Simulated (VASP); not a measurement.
# Sn2SeS3 (P-4m2) in VASP: relaxation of cell and atoms with PBE

Aim: the relaxation of cell and atoms of Sn2SeS3 with PBE.

All numbers are computed with VASP 6.6.1; they aren't measurements. Logs are shortened: lines on timing, memory, paths and dates and some standing lists are left out, and cuts for length are marked.

### Step 1. The cell of the first run

The structure is tetragonal, space group P-4m2 (No. 115). The conventional cell has a = 3.851 Å, b = 3.851 Å, c = 9.073 Å, α = 90.00°, β = 90.00°, γ = 90.00°. Sn (site symmetry 2mm) has 7 S at 2.78 to 3.43 Å and 2 Se at 3.43 Å within 3.7 Å. Within 3.6 Å of Se (site symmetry -4m2) lie 4 S at 2.72 Å and 4 Sn at 3.43 Å. S (site symmetry 2mm) has 5 Sn at 2.78 to 2.79 Å and 4 S at 3.49 Å within 3.7 Å. Within 3.6 Å of S (site symmetry -4m2) lie 4 Se at 2.72 Å and 4 Sn at 3.43 Å.

The cell was built from a structure type or drawn by symmetry, and may not be a known phase.

### Step 2. Relaxation of cell and atoms, PBE

Input file INCAR:

```
ALGO     = Normal         # electronic algorithm
EDIFF    = 1E-6           # SCF threshold, eV
EDIFFG   = -0.01          # ionic threshold
ENCUT    = 600            # plane-wave cutoff, eV
GGA      = PE             # functional
IBRION   = 2              # ionic algorithm
ISIF     = 3              # what is computed and relaxed
ISMEAR   = 0              # smearing method
LASPH    = True           # aspherical terms in the spheres
LCHARG   = False          # write CHGCAR
LREAL    = False          # projectors in reciprocal space
LWAVE    = False          # write WAVECAR
NELM     = 60             # most SCF steps
NSW      = 100            # ionic steps
PREC     = Accurate       # precision mode
SIGMA    = 0.1            # smearing width, eV
```

Input file KPOINTS:

```
k-points
0
Gamma
  10 10 4
```

Input file POSCAR:

```
Sn2SeS3
1.0
    3.8510722807      0.0000000000      0.0000000000
    0.0000000000      3.8510722807      0.0000000000
    0.0000000000      0.0000000000      9.0728372689
Sn Se S
2 1 3
Direct
    0.5000000000      0.0000000000      0.6867622492
    0.0000000000      0.5000000000      0.3132377508
    0.5000000000      0.5000000000      0.0000000000
    0.5000000000      0.0000000000      0.3801100040
    0.0000000000      0.5000000000      0.6198899960
    0.0000000000      0.0000000000      0.0000000000
```

Potentials or basis: VASP PAW PBE potentials, release 64 (Sn_d, Se, S).

Launch:

```console
cat potpaw_PBE.64/Sn_d/POTCAR potpaw_PBE.64/Se/POTCAR potpaw_PBE.64/S/POTCAR > POTCAR
mpirun -np 1 vasp_std > vasp.out
```

OUTCAR:

```text
EDIFF = 1E-6
   EDIFFG = -0.01
   ENCUT = 600
   GGA = PE
   IBRION = 2
   ISIF = 3
   ISMEAR = 0
   LASPH = True
   LREAL = False
   NELM = 60
   NSW = 100
   PREC = Accurate

 ion  position               nearest neighbor table
   1  0.500  0.000  0.687-   4 2.78   5 2.79   5 2.79   5 2.79   5 2.79
   2  0.000  0.500  0.313-   5 2.78   4 2.79   4 2.79   4 2.79   4 2.79
   3  0.500  0.500  0.000-   6 2.72   6 2.72   6 2.72   6 2.72
   4  0.500  0.000  0.380-   1 2.78   2 2.79   2 2.79   2 2.79   2 2.79
   5  0.000  0.500  0.620-   2 2.78   1 2.79   1 2.79   1 2.79   1 2.79
   6  0.000  0.000  0.000-   3 2.72   3 2.72   3 2.72   3 2.72

  LATTYP: Found a simple tetragonal cell.
 ALAT       =     3.8510722807
 C/A-ratio  =     2.3559249496

  Lattice vectors:

 A1 = (   3.8510722807,   0.0000000000,   0.0000000000)
 A2 = (   0.0000000000,   3.8510722807,   0.0000000000)
 A3 = (   0.0000000000,   0.0000000000,   9.0728372689)

Analysis of symmetry for initial positions (statically):
=====================================================================
 Subroutine PRICEL returns:
 Original cell was already a primitive cell.

 Routine SETGRP: Setting up the symmetry group for a
 simple tetragonal supercell.

 Subroutine GETGRP returns: Found  8 space group operations
 (whereof  8 operations were pure point group operations)
 out of a pool of 16 trial point group operations.

The static configuration has the point symmetry D_2d.

Analysis of symmetry for dynamics (positions and initial velocities):
=====================================================================
 Subroutine PRICEL returns:
 Original cell was already a primitive cell.

 Routine SETGRP: Setting up the symmetry group for a
 simple tetragonal supercell.

 Subroutine GETGRP returns: Found  8 space group operations
 (whereof  8 operations were pure point group operations)
 out of a pool of 16 trial point group operations.

The dynamic configuration has the point symmetry D_2d.

 Subroutine INISYM returns: Found  8 space group operations
 (whereof  8 operations are pure point group operations),
 and found     1 'primitive' translations

----------------------------------------------------------------------------------------

                                     Primitive cell

  volume of cell :     134.5571
[... 118 lines left out ...]
  volume/ion in A,a.u.               =      22.43       151.34
  Fermi-wavevector in a.u.,A,eV,Ry     =   1.192451  2.253405 19.346652  1.421939
  Thomas-Fermi vector in A             =   2.328489
   LORBIT       =      0    0 simple, 1 ext, 2 COOP (PROOUT), +10 PAW based schemes
   GGA     = PE    functional components
   LHFCALC =     F    Hartree Fock is set to
   AEXX    =    0.0000 exact exchange contribution
   IVDW    =     0    specifies the selected vdW correction
   LEPSILON=     F    determine dielectric tensor
   LRPA    =     F    only Hartree local field effects (RPA)
 conjugate gradient relaxation of ions
 non-spin polarized calculation
 Gauss-broadening in eV      SIGMA  =   0.10
  energy-cutoff  :      600.00
  volume of cell :      134.56
 maximum number of plane-waves:      4518
 NGX is ok and might be reduce to    32
   NGX = 15   NGY = 15   NGZ = 37

--------------------------------------- Ionic step        1  -------------------------------------------

 number of electron      52.0000011 magnetization

 Free energy of the ion-electron system (eV)
  ---------------------------------------------------
  ext. energy  EPLUGINS =         0.00000000
  ---------------------------------------------------
  free energy    TOTEN  =       -24.31822702 eV

  energy without entropy =      -24.29225746  energy(sigma->0) =      -24.30524224

------------------------ aborting loop because EDIFF is reached ----------------------------------------

  FORCE on cell =-STRESS in cart. coord.  units (eV):
  Direction    XX          YY          ZZ          XY          YZ          ZX
  --------------------------------------------------------------------------------------
  -------------------------------------------------------------------------------------
  Total        0.0989346      0.0989346     -0.3949691      0.0000000      0.0000000      0.0000000
  in kB        1.1780185      1.1780185     -4.7029161      0.0000000      0.0000000      0.0000000
  external PRESSURE =      -0.7822930 kB  Pullay stress =       0.0000000 kB
[... 101 lines left out ...]
  FREE ENERGIE OF THE ION-ELECTRON SYSTEM (eV)
  ---------------------------------------------------
  free  energy   TOTEN  =       -24.3237298494 eV

  energy  without entropy=      -24.2995691961  energy(sigma->0) =      -24.31164952

[... ionic steps 4 to 8 ...]

--------------------------------------- Ionic step        9  -------------------------------------------

 number of electron      51.9999997 magnetization

------------------------ aborting loop because EDIFF is reached ----------------------------------------
[... 75 lines left out ...]
--------------------------------------- Ionic step       11  -------------------------------------------

 number of electron      51.9999997 magnetization

 Free energy of the ion-electron system (eV)
  ---------------------------------------------------
  ext. energy  EPLUGINS =         0.00000000
  ---------------------------------------------------
  free energy    TOTEN  =       -24.32745345 eV

  energy without entropy =      -24.30567301  energy(sigma->0) =      -24.31656323

 E-fermi :   6.0163     XC(G=0): -10.0981

 val. band max:        6.0122556713   @ k =   0.4000   0.1000   0.2500
 cond. band min:       6.0309836899   @ k =   0.4000   0.1000   0.0000
 fundamental gap:      0.0187280185
 Fermi energy:         6.0163407975

 k-point     1 :       0.0000    0.0000    0.0000
  band No.  band energies     occupation
      1     -15.2715      2.00000
      2     -15.2684      2.00000
      3     -15.2651      2.00000
      4     -15.2575      2.00000
      5     -15.2311      2.00000
      6     -15.2311      2.00000
[... 805 lines left out ...]
     30       9.3077      0.00000
     31      10.0522      0.00000

 [... further k-points ...]

------------------------ aborting loop because EDIFF is reached ----------------------------------------

  FORCE on cell =-STRESS in cart. coord.  units (eV):
  Direction    XX          YY          ZZ          XY          YZ          ZX
  --------------------------------------------------------------------------------------
  -------------------------------------------------------------------------------------
  Total       -0.0258927     -0.0258927     -0.0222239      0.0000000      0.0000000      0.0000000
  in kB       -0.3106027     -0.3106027     -0.2665931      0.0000000      0.0000000      0.0000000
  external PRESSURE =      -0.2959329 kB  Pullay stress =       0.0000000 kB
[... 21 lines left out ...]
  FREE ENERGIE OF THE ION-ELECTRON SYSTEM (eV)
  ---------------------------------------------------
  free  energy   TOTEN  =       -24.3274534550 eV

  energy  without entropy=      -24.3056730104  energy(sigma->0) =      -24.31656323

 reached required accuracy - stopping structural energy minimisation
```

CONTCAR:

```text
Sn2SeS3
   1.00000000000000
     3.8457296061862518    0.0000000000000000    0.0000000000000000
     0.0000000000000000    3.8457296061862518   -0.0000000000000000
     0.0000000000000000   -0.0000000000000000    9.0307803327929772
  Sn              Se              S
     2     1     3
Direct
     0.5000000000000000    0.0000000000000000    0.6906039799479393
     0.0000000000000000    0.5000000000000000    0.3093960200520608
     0.5000000000000000    0.5000000000000000    0.0000000000000000
     0.5000000000000000    0.0000000000000000    0.3838603436499082
     0.0000000000000000    0.5000000000000000    0.6161396563500916
     0.0000000000000000    0.0000000000000000    0.0000000000000000

  0.00000000E+00  0.00000000E+00  0.00000000E+00
  0.00000000E+00  0.00000000E+00  0.00000000E+00
  0.00000000E+00  0.00000000E+00  0.00000000E+00
  0.00000000E+00  0.00000000E+00  0.00000000E+00
  0.00000000E+00  0.00000000E+00  0.00000000E+00
  0.00000000E+00  0.00000000E+00  0.00000000E+00
```

Wall time 14 min (1 thread of Intel Xeon 6975P-C (Granite Rapids), shared host); peak memory 0.48 GiB.

Results:

```yaml
Free_energy: -24.3275 eV
Relaxed_volume: 22.26 Å³/atom
Relaxed_cell: a = 3.846 Å, b = 3.846 Å, c = 9.031 Å, α = 90.00°, β = 90.00°, γ = 90.00°
Space_group_after_relaxing_to_0.1_Å: P-4m2 (No. 115)
Energy_gained_by_relaxing: 1.5 meV/atom
Ionic_steps: 11
Pressure_after_relaxing: 0.0 GPa
Largest_force_after_relaxing: 0.005 eV/Å
Band_gap_on_the_k_mesh: zero (bands 26 and 27 overlap by 0.59 eV)
```

Forces in eV/Å, atoms in the order of the input:
```
Sn   0.000  0.000  0.005
Sn   0.000  0.000 -0.005
Se   0.000  0.000  0.000
S    0.000  0.000 -0.001
S    0.000  0.000  0.001
S    0.000  0.000  0.000
```

The path:
| step | energy change (eV) | largest force (eV/Å) | pressure (GPa) | volume (Å³) |
| --- | --- | --- | --- | --- |
| 1 | 0.0000 | 0.1486 | -0.08 | 134.56 |
| 2 | -0.0033 | 0.1074 | -0.08 | 134.34 |
| 3 | -0.0055 | 0.0763 | -0.08 | 134.05 |
| 4 | -0.0056 | 0.0768 | -0.08 | 133.98 |
| 5 | -0.0073 | 0.0703 | 0.06 | 133.56 |
| 6 | -0.0081 | 0.0594 | 0.32 | 132.95 |
| 7 | -0.0090 | 0.0246 | 0.15 | 133.25 |
| 8 | -0.0091 | 0.0224 | 0.03 | 133.43 |
| 9 | -0.0091 | 0.0219 | 0.03 | 133.42 |
| 10 | -0.0092 | 0.0172 | 0.02 | 133.45 |
| 11 | -0.0092 | 0.0051 | -0.03 | 133.56 |

Final structure:
```
Sn Se S
1.0
     3.84573    0.00000    0.00000
     0.00000    3.84573    0.00000
     0.00000    0.00000    9.03078
Sn Se S
2 1 3
Direct
  0.50000 0.00000 0.69060
  0.00000 0.50000 0.30940
  0.50000 0.50000 0.00000
  0.50000 0.00000 0.38386
  0.00000 0.50000 0.61614
  0.00000 0.00000 0.00000
```

Levels at points of the mesh, in eV from the Fermi level:
```tsv
k point	band 23	band 24	band 25	band 26	band 27	band 28	band 29	band 30
(0.00, 0.00, 0.00)	-2.06	-2.06	0.07	0.28	2.58	2.58	3.00	4.00
(0.50, 0.00, 0.00)	-1.71	-1.49	-1.47	-1.24	0.31	0.36	2.25	2.25
(0.50, 0.50, 0.00)	-1.72	-1.72	-1.62	-1.42	2.54	2.54	3.41	3.44
(0.00, 0.00, 0.50)	-1.99	-1.88	0.09	0.18	1.18	2.58	2.58	3.74
(0.50, 0.00, 0.50)	-1.60	-1.55	-1.20	-1.13	-0.03	-0.02	2.43	2.49
(0.50, 0.50, 0.50)	-2.09	-2.09	-1.92	-1.77	3.35	3.35	4.01	4.01
```

Caveat: semilocal functionals underestimate gaps, so a narrow gap can read as zero; spin-orbit coupling is left out, which moves the levels of the heavy elements.
